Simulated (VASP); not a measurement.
# BaTiO3 (P4/mmm) in VASP: single point with LDA

Aim: the single point of BaTiO3 with LDA.

Everything below comes from runs of VASP 6.6.1. Logs are shortened: lines on timing, memory, paths and dates and some standing lists are left out, and cuts for length are marked.

### Step 1. The cell of the first run

It takes space group P4/mmm (No. 123, tetragonal). Conventional cell: a = 4.112 Å, b = 4.112 Å, c = 5.036 Å, α = 90.00°, β = 90.00°, γ = 90.00°. Within 3.3 Å of Ba (site symmetry 4/mmm) lie 10 O at 2.52 to 3.25 Å. Within 2.7 Å of Ti (site symmetry 4/mmm) lie 4 O at 2.06 Å. Within 2.7 Å of O (site symmetry mmm) lie 2 Ti at 2.06 Å and 2 O at 2.06 Å. Within 2.7 Å of O (site symmetry 4/mmm) lie 4 O at 2.06 Å and 2 Ba at 2.52 Å.

### Step 2. Single point, LDA

The input, INCAR:

```
PREC     = Accurate       # precision mode
ENCUT    = 600            # plane-wave cutoff, eV
EDIFF    = 1E-6           # SCF threshold, eV
ISMEAR   = 0              # smearing method
SIGMA    = 0.01           # smearing width, eV
LREAL    = False          # projectors in reciprocal space
LASPH    = True           # aspherical terms in the spheres
NELM     = 120            # most SCF steps
ALGO     = Normal         # electronic algorithm
ISIF     = 2              # what is computed and relaxed
LWAVE    = False          # write WAVECAR
LCHARG   = False          # write CHGCAR
GGA      = CA             # functional
NBANDS   = 28             # bands
GGA_COMPAT= False
```

The input, KPOINTS:

```
regular mesh
0
Gamma
  6 6 4
```

The input, POSCAR:

```
BaTiO3
1.0
    4.1124670000      0.0000000000      0.0000000000
    0.0000000000      4.1124670000      0.0000000000
    0.0000000000      0.0000000000      5.0356130000
Ba Ti O
1 1 3
Direct
    0.0000000000      0.0000000000      0.0000000000
    0.5000000000      0.5000000000      0.5000000000
    0.0000000000      0.5000000000      0.5000000000
    0.5000000000      0.0000000000      0.5000000000
    0.0000000000      0.0000000000      0.5000000000
```

Potentials or basis: VASP PAW LDA potentials, release 64 (Ba_sv, Ti_sv, O).

Command:

```console
$ cat potpaw_LDA.64/Ba_sv/POTCAR potpaw_LDA.64/Ti_sv/POTCAR potpaw_LDA.64/O/POTCAR > POTCAR
$ mpirun -np 1 vasp_std > vasp.out
```

OUTCAR:

```text
PREC = Accurate
   ENCUT = 600
   EDIFF = 1E-6
   ISMEAR = 0
   LREAL = False
   LASPH = True
   NELM = 120
   ISIF = 2
   GGA = CA

 ion  position               nearest neighbor table
   1  0.000  0.000  0.000-   5 2.52   5 2.52   3 3.25   3 3.25   4 3.25   4 3.25   3 3.25   3 3.25
                             4 3.25   4 3.25
   2  0.500  0.500  0.500-   3 2.06   4 2.06   4 2.06   3 2.06
   3  0.000  0.500  0.500-   2 2.06   2 2.06   1 3.25   1 3.25   1 3.25   1 3.25
   4  0.500  0.000  0.500-   2 2.06   2 2.06   1 3.25   1 3.25   1 3.25   1 3.25
   5  0.000  0.000  0.500-   1 2.52   1 2.52

  LATTYP: Found a simple tetragonal cell.
 ALAT       =     4.1124670000
 C/A-ratio  =     1.2244749927

  Lattice vectors:

 A1 = (   4.1124670000,   0.0000000000,   0.0000000000)
 A2 = (   0.0000000000,   4.1124670000,   0.0000000000)
 A3 = (   0.0000000000,   0.0000000000,   5.0356130000)

Analysis of symmetry for initial positions (statically):
=====================================================================
 Subroutine PRICEL returns:
 Original cell was already a primitive cell.

 Routine SETGRP: Setting up the symmetry group for a
 simple tetragonal supercell.

 Subroutine GETGRP returns: Found 16 space group operations
 (whereof 16 operations were pure point group operations)
 out of a pool of 16 trial point group operations.

The static configuration has the point symmetry D_4h.

Analysis of symmetry for dynamics (positions and initial velocities):
=====================================================================
 Subroutine PRICEL returns:
 Original cell was already a primitive cell.

 Routine SETGRP: Setting up the symmetry group for a
 simple tetragonal supercell.

 Subroutine GETGRP returns: Found 16 space group operations
 (whereof 16 operations were pure point group operations)
 out of a pool of 16 trial point group operations.

The dynamic configuration has the point symmetry D_4h.

 Subroutine INISYM returns: Found 16 space group operations
 (whereof 16 operations are pure point group operations),
 and found     1 'primitive' translations

----------------------------------------------------------------------------------------

                                     Primitive cell

  volume of cell :      85.1642

  direct lattice vectors                    reciprocal lattice vectors
     4.112467000  0.000000000  0.000000000     0.243163045  0.000000000  0.000000000
     0.000000000  4.112467000  0.000000000     0.000000000  0.243163045  0.000000000
     0.000000000  0.000000000  5.035613000     0.000000000  0.000000000  0.198585555

  length of vectors
     4.112467000  4.112467000  5.035613000     0.243163045  0.243163045  0.198585555

  position of ions in fractional coordinates (direct lattice)
     0.000000000  0.000000000  0.000000000
     0.500000000  0.500000000  0.500000000
     0.000000000  0.500000000  0.500000000
     0.500000000  0.000000000  0.500000000
     0.000000000  0.000000000  0.500000000

  ion indices of the primitive-cell ions
   primitive index   ion index
                 1           1
                 2           2
                 3           3
                 4           4
                 5           5

----------------------------------------------------------------------------------------

 KPOINTS: regular mesh

Automatic generation of k-mesh.
 Grid dimensions read from file:
 generate k-points for:    6    6    4

 Generating k-lattice:

  Cartesian coordinates                     Fractional coordinates (reciprocal lattice)
     0.040527174  0.000000000  0.000000000     0.166666667  0.000000000  0.000000000
     0.000000000  0.040527174  0.000000000     0.000000000  0.166666667  0.000000000
     0.000000000  0.000000000  0.049646389     0.000000000  0.000000000  0.250000000

  Length of vectors
     0.040527174  0.040527174  0.049646389

  Shift w.r.t. Gamma in fractional coordinates (k-lattice)
     0.000000000  0.000000000  0.000000000

 Subroutine IBZKPT returns following result:
 ===========================================

 Found     30 irreducible k-points:

 Following reciprocal coordinates:
            Coordinates               Weight
  0.000000  0.000000  0.000000      1.000000
  0.166667  0.000000  0.000000      4.000000
  0.333333  0.000000  0.000000      4.000000
  0.500000  0.000000  0.000000      2.000000
  0.166667  0.166667  0.000000      4.000000
  0.333333  0.166667  0.000000      8.000000
[... 16 lines left out ...]
  0.333333  0.000000  0.500000      4.000000
  0.500000  0.000000  0.500000      2.000000
 [... further k-points ...]
   k-points           NKPTS =     30   k-points in BZ     NKDIM =     30   number of bands    NBANDS=     28
   number of dos      NEDOS =    301   number of ions     NIONS =      5
   total plane-waves  NPLWV =  51840
   dimension x,y,z NGX =    36 NGY =   36 NGZ =   40
   dimension x,y,z NGXF=    72 NGYF=   72 NGZF=   80
   ions per type =               1   1   3
   NGX,Y,Z   is equivalent  to a cutoff of  14.55, 14.55, 13.21 a.u.
   NGXF,Y,Z  is equivalent  to a cutoff of  29.11, 29.11, 26.41 a.u.
 SYSTEM =  unknown system
   PREC   = accura    normal or accurate (medium, high low for compatibility)
   ISTART =      0    job   : 0-new  1-cont  2-samecut
   ICHARG =      2    charge: 1-file 2-atom 10-const
   ISPIN  =      1    spin polarized calculation?
   LNONCOLLINEAR =      F non collinear calculations
   LSORBIT =      F    spin-orbit coupling
   LASPH  =      T    aspherical Exc in radial PAW
   ENCUT  =  600.0 eV  44.10 Ry    6.64 a.u.   8.21  8.21 10.06*2*pi/ulx,y,z
   NELM   =    120;   NELMIN=  2; NELMDL= -5     # of ELM steps
   EDIFF  = 0.1E-05   stopping-criterion for ELM
   LREAL  =      F    real-space projection
   EDIFFG = 0.1E-04   stopping-criterion for IOM
   NSW    =      0    number of steps for IOM
   IBRION =     -1    ionic relax: 0-MD 1-quasi-New 2-CG
   NFREE  =      0    steps in history (QN), initial steepest desc. (CG)
   ISIF   =      2    stress and relaxation
   ISYM   =      2    0-nonsym 1-usesym 2-fastsym
   POTIM  = 0.5000    time-step for ionic-motion
   TEBEG  =    0.0;   TEEND  =   0.0 temperature during run
   PSTRESS=    0.0 pullay stress
   NELECT =      40.0000    total number of electrons
   NUPDOWN=      -1.0000    fix difference up-down
   EMIN   =  10.00;   EMAX   =-10.00  energy-range for DOS
   EFERMI =   0.00;   METHOD = LEGACY
   ISMEAR =     0;   SIGMA  =   0.01  broadening in eV -4-tet -1-fermi 0-gaus
   EFERMI_NEDOS =   21; number of points for ismear=-14 and -15
   IALGO  =     38    algorithm
   IMIX   =      4    mixing-type and parameters
     AMIX     =   0.40;   BMIX     =  1.00
     AMIX_MAG =   1.60;   BMIX_MAG =  1.00
  volume/ion in A,a.u.               =      17.03       114.94
  Fermi-wavevector in a.u.,A,eV,Ry     =   1.272553  2.404776 22.033142  1.619390
  Thomas-Fermi vector in A             =   2.405425
   LORBIT       =      0    0 simple, 1 ext, 2 COOP (PROOUT), +10 PAW based schemes
   GGA     = CA    functional components
   LHFCALC =     F    Hartree Fock is set to
   AEXX    =    0.0000 exact exchange contribution
   IVDW    =     0    specifies the selected vdW correction
   LEPSILON=     F    determine dielectric tensor
   LRPA    =     F    only Hartree local field effects (RPA)
 non-spin polarized calculation
 Gauss-broadening in eV      SIGMA  =   0.01
  energy-cutoff  :      600.00
  volume of cell :       85.16
 maximum number of plane-waves:      2872
 NGX is ok and might be reduce to    36
   NGX = 17   NGY = 17   NGZ = 21

 number of electron      39.9999999 magnetization

 Free energy of the ion-electron system (eV)
  ---------------------------------------------------
  ext. energy  EPLUGINS =         0.00000000
  ---------------------------------------------------
  free energy    TOTEN  =       -34.60735275 eV

  energy without entropy =      -34.60669348  energy(sigma->0) =      -34.60702312

 E-fermi :   3.9362     XC(G=0): -10.2626

 val. band max:        3.9351596242   @ k =   0.3333   0.0000   0.2500
 cond. band min:       3.9462063721   @ k =   0.1667   0.0000   0.2500
 fundamental gap:      0.0110467478
 Fermi energy:         3.9361512276

 k-point     1 :       0.0000    0.0000    0.0000
  band No.  band energies     occupation
      1     -53.5935      2.00000
      2     -30.2918      2.00000
      3     -30.2918      2.00000
      4     -30.0367      2.00000
      5     -23.6451      2.00000
      6     -15.9925      2.00000
[... 20 lines left out ...]
     27       5.9226      0.00000
     28       8.7677      0.00000

 k-point     2 :       0.1667    0.0000    0.0000
  band No.  band energies     occupation
      1     -53.5933      2.00000
      2     -30.3023      2.00000
      3     -30.2914      2.00000
      4     -30.0363      2.00000
      5     -23.6336      2.00000
      6     -15.8546      2.00000
[... 20 lines left out ...]
     27       6.4027      0.00000
     28       8.2542      0.00000

 k-point     3 :       0.3333    0.0000    0.0000
  band No.  band energies     occupation
      1     -53.5929      2.00000
      2     -30.3233      2.00000
      3     -30.2906      2.00000
      4     -30.0355      2.00000
      5     -23.6104      2.00000
      6     -15.4867      2.00000
[... 20 lines left out ...]
     27       7.6285      0.00000
     28       7.6897      0.00000

 k-point     4 :       0.5000    0.0000    0.0000
  band No.  band energies     occupation
      1     -53.5928      2.00000
      2     -30.3338      2.00000
      3     -30.2902      2.00000
      4     -30.0352      2.00000
      5     -23.5988      2.00000
      6     -15.1429      2.00000
[... 578 lines left out ...]
     27       6.4209      0.00000
     28       8.4192      0.00000

 k-point    23 :       0.3333    0.0000    0.5000
  band No.  band energies     occupation
      1     -53.5929      2.00000
      2     -30.3232      2.00000
      3     -30.2905      2.00000
      4     -30.0360      2.00000
      5     -23.5855      2.00000
      6     -15.6994      2.00000
[... 20 lines left out ...]
     27       6.8183      0.00000
     28       8.1389      0.00000

 k-point    24 :       0.5000    0.0000    0.5000
  band No.  band energies     occupation
      1     -53.5927      2.00000
      2     -30.3336      2.00000
      3     -30.2901      2.00000
      4     -30.0356      2.00000
      5     -23.5751      2.00000
      6     -15.3825      2.00000
[... 20 lines left out ...]
     27       6.4987      0.00000
     28       7.8898      0.00000

 [... further k-points ...]
[... 5 lines left out ...]
  --------------------------------------------------------------------------------------
  -------------------------------------------------------------------------------------
  Total       -4.2367730     -4.2367730     -3.7150876      0.0000000      0.0000000      0.0000000
  in kB      -79.7055537    -79.7055537    -69.8911907      0.0000000      0.0000000      0.0000000
  external PRESSURE =     -76.4340994 kB  Pullay stress =       0.0000000 kB

 VOLUME and BASIS-vectors are now :
 -----------------------------------------------------------------------------
  energy-cutoff  :      600.00
  volume of cell :       85.16
      direct lattice vectors                 reciprocal lattice vectors
     4.112467000  0.000000000  0.000000000     0.243163045  0.000000000  0.000000000
     0.000000000  4.112467000  0.000000000     0.000000000  0.243163045  0.000000000
     0.000000000  0.000000000  5.035613000     0.000000000  0.000000000  0.198585555

 POSITION                                       TOTAL-FORCE (eV/Angst)
 -----------------------------------------------------------------------------------
      0.00000      0.00000      0.00000         0.000000      0.000000      0.000000
      2.05623      2.05623      2.51781         0.000000      0.000000      0.000000
      0.00000      2.05623      2.51781         0.000000      0.000000      0.000000
      2.05623      0.00000      2.51781         0.000000      0.000000      0.000000
      0.00000      0.00000      2.51781         0.000000      0.000000      0.000000
 -----------------------------------------------------------------------------------
    total drift:                                0.000000      0.000000      0.000000

  FREE ENERGIE OF THE ION-ELECTRON SYSTEM (eV)
  ---------------------------------------------------
  free  energy   TOTEN  =       -34.6073527469 eV

  energy  without entropy=      -34.6066934844  energy(sigma->0) =      -34.60702312
```

Wall time 3.7 min (1 thread of AMD EPYC 7R13, shared host); peak memory 0.22 GiB.

Results:

| Quantity | Value |
| --- | --- |
| Free energy | -34.6074 eV |
| Pressure | -7.6 GPa |
| Band gap on the k mesh | zero (band 20 reaches 4.20 eV, above the bottom of band 21 at 2.52 eV) |

Caveat: spin-orbit coupling is left out, which moves the levels of the heavy elements; semilocal functionals often make such compounds metallic where correlation or magnetic order opens a gap, which also shifts bond lengths.
